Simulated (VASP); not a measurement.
# B (Fm-3m) in VASP: a series of runs

B is run at these levels: r2SCAN; tasks: single point.

Everything below comes from runs of VASP 6.6.1. Logs are shortened: lines on timing, memory, paths and dates and some standing lists are left out, and cuts for length are marked.

## 1. The cell of the first run

It takes space group Fm-3m (No. 225, cubic). The conventional cell has a = 2.893 Å, b = 2.893 Å, c = 2.893 Å, α = 90.00°, β = 90.00°, γ = 90.00°. Within 2.7 Å of B (site symmetry m-3m) lie 12 B at 2.05 Å.

## 2. Single point, r2SCAN (volume scaled by 1.04)

Input file POSCAR:

```
B
1.0
    0.0000000000      1.4464836205      1.4464836205
    1.4464836205      0.0000000000      1.4464836205
    1.4464836205      1.4464836205      0.0000000000
B
1
Direct
    0.0000000000      0.0000000000      0.0000000000
```

Input file INCAR.step1:

```
PREC = Accurate
ENCUT = 520
ISMEAR = -1
SIGMA = 0.1
LREAL = F
LASPH = T
NELM = 100
NBANDS = 8
GGA = PE
ALGO = Normal
EDIFF = 1E-4
LWAVE = T
LCHARG = F
```

Input file INCAR.step2:

```
PREC = Accurate
ENCUT = 520
EDIFF = 1E-7
ISMEAR = -1
SIGMA = 0.1
LREAL = F
LASPH = T
NELM = 100
ALGO = Normal
ISIF = 2
LWAVE = F
LCHARG = F
METAGGA = R2SCAN
LMIXTAU = T
NBANDS = 8
ISTART = 1
```

Input file KPOINTS:

```
regular mesh
0
Gamma
  21 21 21
```

Potentials or basis: VASP PAW PBE potentials, release 64 (B).

Run with:

```bash
cat potpaw_PBE.64/B/POTCAR > POTCAR
cp INCAR.step1 INCAR
mpirun -np 1 vasp_std > vasp.out
cp INCAR.step2 INCAR
mpirun -np 1 vasp_std > vasp.out
```

OUTCAR:

```text
PREC = Accurate
   ENCUT = 520
   EDIFF = 1E-7
   ISMEAR = -1
   LREAL = F
   LASPH = T
   NELM = 100
   ISIF = 2
   METAGGA = R2SCAN
   ISTART = 1

 ion  position               nearest neighbor table
   1  0.000  0.000  0.000-

  LATTYP: Found a face centered cubic cell.
 ALAT       =     2.8929672410

  Lattice vectors:

 A1 = (   0.0000000000,   1.4464836205,   1.4464836205)
 A2 = (   1.4464836205,   0.0000000000,   1.4464836205)
 A3 = (   1.4464836205,   1.4464836205,   0.0000000000)

Analysis of symmetry for initial positions (statically):
=====================================================================
 Subroutine PRICEL returns:
 Original cell was already a primitive cell.

 Routine SETGRP: Setting up the symmetry group for a
 face centered cubic supercell.

 Subroutine GETGRP returns: Found 48 space group operations
 (whereof 48 operations were pure point group operations)
 out of a pool of 48 trial point group operations.

The static configuration has the point symmetry O_h .

Analysis of symmetry for dynamics (positions and initial velocities):
=====================================================================
 Subroutine PRICEL returns:
 Original cell was already a primitive cell.

 Routine SETGRP: Setting up the symmetry group for a
 face centered cubic supercell.

 Subroutine GETGRP returns: Found 48 space group operations
 (whereof 48 operations were pure point group operations)
 out of a pool of 48 trial point group operations.

The dynamic configuration has the point symmetry O_h .

 Subroutine INISYM returns: Found 48 space group operations
 (whereof 48 operations are pure point group operations),
 and found     1 'primitive' translations

----------------------------------------------------------------------------------------

                                     Primitive cell

  volume of cell :       6.0530

  direct lattice vectors                    reciprocal lattice vectors
     0.000000000  1.446483621  1.446483621    -0.345665857  0.345665857  0.345665857
     1.446483621  0.000000000  1.446483621     0.345665857 -0.345665857  0.345665857
     1.446483621  1.446483621  0.000000000     0.345665857  0.345665857 -0.345665857

[... 71 lines left out ...]
 SYSTEM =  unknown system
   PREC   = accura    normal or accurate (medium, high low for compatibility)
   ISTART =      1    job   : 0-new  1-cont  2-samecut
   ICHARG =      0    charge: 1-file 2-atom 10-const
   ISPIN  =      1    spin polarized calculation?
   LNONCOLLINEAR =      F non collinear calculations
   LSORBIT =      F    spin-orbit coupling
   LASPH  =      T    aspherical Exc in radial PAW
   ENCUT  =  520.0 eV  38.22 Ry    6.18 a.u.   3.80  3.80  3.80*2*pi/ulx,y,z
   NELM   =    100;   NELMIN=  2; NELMDL=  0     # of ELM steps
   EDIFF  = 0.1E-06   stopping-criterion for ELM
   LREAL  =      F    real-space projection
   EDIFFG = 0.1E-05   stopping-criterion for IOM
   NSW    =      0    number of steps for IOM
   IBRION =     -1    ionic relax: 0-MD 1-quasi-New 2-CG
   NFREE  =      0    steps in history (QN), initial steepest desc. (CG)
   ISIF   =      2    stress and relaxation
   ISYM   =      2    0-nonsym 1-usesym 2-fastsym
   POTIM  = 0.5000    time-step for ionic-motion
   TEBEG  =    0.0;   TEEND  =   0.0 temperature during run
   PSTRESS=    0.0 pullay stress
   NELECT =       3.0000    total number of electrons
   NUPDOWN=      -1.0000    fix difference up-down
   EMIN   =  10.00;   EMAX   =-10.00  energy-range for DOS
   EFERMI =   0.00;   METHOD = LEGACY
   ISMEAR =    -1;   SIGMA  =   0.10  broadening in eV -4-tet -1-fermi 0-gaus
   EFERMI_NEDOS =   21; number of points for ismear=-14 and -15
   IALGO  =     38    algorithm
   IMIX   =      4    mixing-type and parameters
     AMIX     =   0.40;   BMIX     =  1.00
     AMIX_MAG =   1.60;   BMIX_MAG =  1.00
  volume/ion in A,a.u.               =       6.05        40.85
  Fermi-wavevector in a.u.,A,eV,Ry     =   1.295563  2.448258 22.837140  1.678482
  Thomas-Fermi vector in A             =   2.427074
   LORBIT       =      0    0 simple, 1 ext, 2 COOP (PROOUT), +10 PAW based schemes
   METAGGA = R2SCAN    functional components
   LHFCALC =     F    Hartree Fock is set to
   AEXX    =    0.0000 exact exchange contribution
   IVDW    =     0    specifies the selected vdW correction
   LEPSILON=     F    determine dielectric tensor
   LRPA    =     F    only Hartree local field effects (RPA)
 non-spin polarized calculation
  energy-cutoff  :      520.00
  volume of cell :        6.05
 maximum number of plane-waves:       172
   NGX =  7   NGY =  7   NGZ =  7

 number of electron       3.0000000 magnetization

 Free energy of the ion-electron system (eV)
  ---------------------------------------------------
  ext. energy  EPLUGINS =         0.00000000
  ---------------------------------------------------
  free energy    TOTEN  =        -5.87781341 eV

  energy without entropy =       -5.87128684  energy(sigma->0) =       -5.87455013

 E-fermi :  10.3748     XC(G=0): -13.9854

 val. band max:       10.3672569080   @ k =  -0.2857   0.1905   0.0476
 cond. band min:      10.4404760145   @ k =  -0.4286   0.4762   0.0952
 fundamental gap:      0.0732191065
 Fermi energy:        10.3747550966

 k-point     1 :       0.0000    0.0000    0.0000
  band No.  band energies     occupation
      1      -9.7946      2.00000
      2      27.3874      0.00000
      3      27.3874      0.00000
      4      27.3874      0.00000
      5      43.7595      0.00000
      6      43.7595      0.00000
      7      43.7595      0.00000
      8      47.7457      0.00000
[... 243 lines left out ...]
 k-point    24 :      -0.3810    0.0476    0.0000
  band No.  band energies     occupation
      1      -2.5896      2.00000
      2       7.9484      2.00000
      3      23.6478      0.00000
      4      24.7150      0.00000
      5      39.6617      0.00000
      6      41.1179      0.00000
      7      44.4744      0.00000
      8      46.4979      0.00000

 [... further k-points ...]
[... 5 lines left out ...]
  --------------------------------------------------------------------------------------
  -------------------------------------------------------------------------------------
  Total       -0.3954488     -0.3954488     -0.3954488      0.0000000      0.0000000     -0.0000000
  in kB     -104.6719496   -104.6719496   -104.6719496      0.0000000      0.0000000     -0.0000000
  external PRESSURE =    -104.6719496 kB  Pullay stress =       0.0000000 kB

 VOLUME and BASIS-vectors are now :
 -----------------------------------------------------------------------------
  energy-cutoff  :      520.00
  volume of cell :        6.05
      direct lattice vectors                 reciprocal lattice vectors
     0.000000000  1.446483621  1.446483621    -0.345665857  0.345665857  0.345665857
     1.446483621  0.000000000  1.446483621     0.345665857 -0.345665857  0.345665857
     1.446483621  1.446483621  0.000000000     0.345665857  0.345665857 -0.345665857

 POSITION                                       TOTAL-FORCE (eV/Angst)
 -----------------------------------------------------------------------------------
      0.00000      0.00000      0.00000         0.000000      0.000000     -0.000000
 -----------------------------------------------------------------------------------
    total drift:                               -0.000000     -0.000000     -0.000000

  FREE ENERGIE OF THE ION-ELECTRON SYSTEM (eV)
  ---------------------------------------------------
  free  energy   TOTEN  =        -5.8778134061 eV

  energy  without entropy=       -5.8712868450  energy(sigma->0) =       -5.87455013
```

OUTCAR.step1:

```text
PREC = Accurate
   ENCUT = 520
   ISMEAR = -1
   LREAL = F
   LASPH = T
   NELM = 100
[... 477 lines left out ...]

 POSITION                                       TOTAL-FORCE (eV/Angst)
 -----------------------------------------------------------------------------------
      0.00000      0.00000      0.00000         0.000000      0.000000      0.000000
 -----------------------------------------------------------------------------------
    total drift:                               -0.000000     -0.000000     -0.000000

  FREE ENERGIE OF THE ION-ELECTRON SYSTEM (eV)
  ---------------------------------------------------
  free  energy   TOTEN  =        -5.3493897486 eV

  energy  without entropy=       -5.3422520710  energy(sigma->0) =       -5.34582091
```

OSZICAR.step1:

```text
N       E                     dE             d eps       ncg     rms          rms(c)
DAV:   1    -0.345815078260E+01   -0.34582E+01   -0.15523E+03  4992   0.297E+02
DAV:   2    -0.535529868988E+01   -0.18971E+01   -0.18394E+01  6248   0.343E+01
DAV:   3    -0.535736139453E+01   -0.20627E-02   -0.20625E-02  5112   0.117E+00
DAV:   4    -0.535736146098E+01   -0.66456E-07   -0.65966E-07  6616   0.614E-03
DAV:   5    -0.535736146141E+01   -0.42363E-09   -0.32596E-11  4472   0.187E-05    0.167E+00
DAV:   6    -0.535218056963E+01    0.51809E-02   -0.20794E-04  4992   0.105E-01    0.100E+00
DAV:   7    -0.534939111722E+01    0.27895E-02   -0.42872E-04  4712   0.182E-01    0.425E-02
DAV:   8    -0.534938974861E+01    0.13686E-05   -0.63373E-07  2312   0.709E-03
   1 F= -.53493897E+01 E0= -.53458209E+01  d E =-.713768E-02
```

Wall time 34 s (1 thread of Intel Xeon 6975P-C, shared host); peak memory 0.12 GiB.

Results:

- Free energy: -5.8778 eV
- Pressure: -10.5 GPa

Caveat: the PAW data sets were made with another functional, which shifts forces and pressure a little.

## 3. Single point, r2SCAN (volume scaled by 1.08)

Input file POSCAR:

```
B
1.0
    0.0000000000      1.4647954837      1.4647954837
    1.4647954837      0.0000000000      1.4647954837
    1.4647954837      1.4647954837      0.0000000000
B
1
Direct
    0.0000000000      0.0000000000      0.0000000000
```

Input file INCAR.step1:

```
SYSTEM = B
  PREC = Accurate
  ENCUT = 520
  ISMEAR = -1
  SIGMA = 0.1
  LREAL = .FALSE.
  LASPH = .TRUE.
  NELM = 60
  NBANDS = 8
  GGA = PE
  ALGO = Normal
  EDIFF = 1E-4
  LWAVE = .TRUE.
  LCHARG = .FALSE.
```

Input file INCAR.step2:

```
SYSTEM = B
  PREC = Accurate
  ENCUT = 520
  EDIFF = 1E-7
  ISMEAR = -1
  SIGMA = 0.1
  LREAL = .FALSE.
  LASPH = .TRUE.
  NELM = 60
  ALGO = Normal
  ISIF = 2
  LWAVE = .FALSE.
  LCHARG = .FALSE.
  METAGGA = R2SCAN
  LMIXTAU = .TRUE.
  NBANDS = 8
  ISTART = 1
```

Input file KPOINTS:

```
Automatic mesh
0
G
  21 21 21
  0 0 0
```

Potentials or basis: VASP PAW PBE potentials, release 64 (B).

Run with:

```bash
cat potpaw_PBE.64/B/POTCAR > POTCAR
cp INCAR.step1 INCAR
mpirun -np 1 vasp_std > vasp.out
cp INCAR.step2 INCAR
mpirun -np 1 vasp_std > vasp.out
```

OUTCAR:

```text
SYSTEM = B
   PREC = Accurate
   ENCUT = 520
   EDIFF = 1E-7
   ISMEAR = -1
   LREAL = .FALSE.
   LASPH = .TRUE.
   NELM = 60
   ISIF = 2
   METAGGA = R2SCAN
   ISTART = 1

 ion  position               nearest neighbor table
   1  0.000  0.000  0.000-

  LATTYP: Found a face centered cubic cell.
 ALAT       =     2.9295909674

  Lattice vectors:

 A1 = (   0.0000000000,   1.4647954837,   1.4647954837)
 A2 = (   1.4647954837,   0.0000000000,   1.4647954837)
 A3 = (   1.4647954837,   1.4647954837,   0.0000000000)

Analysis of symmetry for initial positions (statically):
=====================================================================
 Subroutine PRICEL returns:
 Original cell was already a primitive cell.

 Routine SETGRP: Setting up the symmetry group for a
 face centered cubic supercell.

 Subroutine GETGRP returns: Found 48 space group operations
[... 155 lines left out ...]
  ---------------------------------------------------
  ext. energy  EPLUGINS =         0.00000000
  ---------------------------------------------------
  free energy    TOTEN  =        -5.85659257 eV

  energy without entropy =       -5.85012569  energy(sigma->0) =       -5.85335913

 E-fermi :   9.9169     XC(G=0): -13.8126

 val. band max:        9.9024360017   @ k =  -0.4762   0.2857   0.1429
 cond. band min:       9.9322401330   @ k =  -0.4762   0.3333   0.0000
 fundamental gap:      0.0298041313
 Fermi energy:         9.9168739941

 k-point     1 :       0.0000    0.0000    0.0000
  band No.  band energies     occupation
      1      -9.7895      2.00000
      2      26.3750      0.00000
      3      26.3750      0.00000
      4      26.3750      0.00000
      5      42.6247      0.00000
      6      42.6247      0.00000
      7      42.6247      0.00000
      8      46.5719      0.00000
[... 243 lines left out ...]
 k-point    24 :      -0.3810    0.0476    0.0000
  band No.  band energies     occupation
      1      -2.7094      2.00000
      2       7.5032      2.00000
      3      22.7681      0.00000
      4      23.7970      0.00000
      5      38.6427      0.00000
      6      40.0611      0.00000
      7      43.0680      0.00000
      8      45.3021      0.00000

 [... further k-points ...]
[... 5 lines left out ...]
  --------------------------------------------------------------------------------------
  -------------------------------------------------------------------------------------
  Total       -0.7424347     -0.7424347     -0.7424347      0.0000000      0.0000000     -0.0000000
  in kB     -189.2377852   -189.2377852   -189.2377852      0.0000000      0.0000000     -0.0000000
  external PRESSURE =    -189.2377852 kB  Pullay stress =       0.0000000 kB

 VOLUME and BASIS-vectors are now :
 -----------------------------------------------------------------------------
  energy-cutoff  :      520.00
  volume of cell :        6.29
      direct lattice vectors                 reciprocal lattice vectors
     0.000000000  1.464795484  1.464795484    -0.341344581  0.341344581  0.341344581
     1.464795484  0.000000000  1.464795484     0.341344581 -0.341344581  0.341344581
     1.464795484  1.464795484  0.000000000     0.341344581  0.341344581 -0.341344581

 POSITION                                       TOTAL-FORCE (eV/Angst)
 -----------------------------------------------------------------------------------
      0.00000      0.00000      0.00000         0.000000      0.000000      0.000000
 -----------------------------------------------------------------------------------
    total drift:                                0.000000     -0.000000     -0.000000

  FREE ENERGIE OF THE ION-ELECTRON SYSTEM (eV)
  ---------------------------------------------------
  free  energy   TOTEN  =        -5.8565925711 eV

  energy  without entropy=       -5.8501256896  energy(sigma->0) =       -5.85335913
```

OUTCAR.step1:

```text
SYSTEM = B
   PREC = Accurate
   ENCUT = 520
   ISMEAR = -1
   LREAL = .FALSE.
   LASPH = .TRUE.
[... 478 lines left out ...]

 POSITION                                       TOTAL-FORCE (eV/Angst)
 -----------------------------------------------------------------------------------
      0.00000      0.00000      0.00000         0.000000      0.000000      0.000000
 -----------------------------------------------------------------------------------
    total drift:                                0.000000     -0.000000     -0.000000

  FREE ENERGIE OF THE ION-ELECTRON SYSTEM (eV)
  ---------------------------------------------------
  free  energy   TOTEN  =        -5.3328650303 eV

  energy  without entropy=       -5.3257059808  energy(sigma->0) =       -5.32928551
```

It took 28 s on 1 thread of Intel Xeon 6975P-C, shared host; peak memory 0.12 GiB.

What came out:

```
Free energy : -5.8566 eV
Pressure    : -18.9 GPa
```

Caveat: the PAW data sets were made with another functional, which shifts forces and pressure a little.

## 4. Single point, r2SCAN (volume scaled by 1.12)

Input file POSCAR:

```
B
1.0
    0.0000000000      1.4826606039      1.4826606039
    1.4826606039      0.0000000000      1.4826606039
    1.4826606039      1.4826606039      0.0000000000
B
1
Direct
    0.0000000000      0.0000000000      0.0000000000
```

Input file INCAR.step1:

```
SYSTEM = B
PREC = Accurate
ENCUT = 520
ISMEAR = -1
SIGMA = 0.1
LREAL = .False.
LASPH = .True.
NELM = 100
NBANDS = 8
GGA = PE
ALGO = Normal
EDIFF = 1E-4
LWAVE = .True.
LCHARG = .False.
```

Input file INCAR.step2:

```
SYSTEM = B
PREC = Accurate
ENCUT = 520
EDIFF = 1E-6
ISMEAR = -1
SIGMA = 0.1
LREAL = .False.
LASPH = .True.
NELM = 100
ALGO = Normal
ISIF = 2
LWAVE = .False.
LCHARG = .False.
METAGGA = R2SCAN
LMIXTAU = .True.
NBANDS = 8
ISTART = 1
```

Input file KPOINTS:

```
Automatic mesh
0
Gamma
  21 21 21
  0 0 0
```

Run with:

```bash
cat potpaw_PBE.64/B/POTCAR > POTCAR
cp INCAR.step1 INCAR
mpirun -np 1 vasp_std > vasp.out
cp INCAR.step2 INCAR
mpirun -np 1 vasp_std > vasp.out
```

Wall time 21 s (1 thread of Intel Xeon 6975P-C, shared host); peak memory 0.12 GiB.

The run converged. Its results:

```
Free energy : -5.8242 eV
Pressure    : -25.9 GPa
```

Levels at points of the mesh, in eV from the Fermi level:
| k point | band 1 | band 2 | band 3 | band 4 |
| --- | --- | --- | --- | --- |
| (0.00, 0.00, 0.00) | -19.27 | 15.94 | 15.94 | 15.94 |

Caveat: the PAW data sets were made with another functional, which shifts forces and pressure a little.

## 5. Overview

| cell | gap on the mesh (eV) | pressure (GPa) |
| --- | --- | --- |
| a = 2.046 Å, angles 60.0°, 1 atom | none | -10.5 |
| a = 2.072 Å, angles 60.0°, 1 atom | none | -18.9 |
| a = 2.097 Å, angles 60.0°, 1 atom | none | -25.9 |

Alike in all rows: task single point; level r2SCAN; potentials or basis VASP PAW PBE potentials, release 64 (B); no spin polarisation; k mesh 21 × 21 × 21; cutoff (eV) 520; smearing fermi-dirac 0.1 eV.

Caveats: the PAW data sets were made with another functional, which shifts forces and pressure a little.

Absolute energies hang on the potentials; compare differences alone.
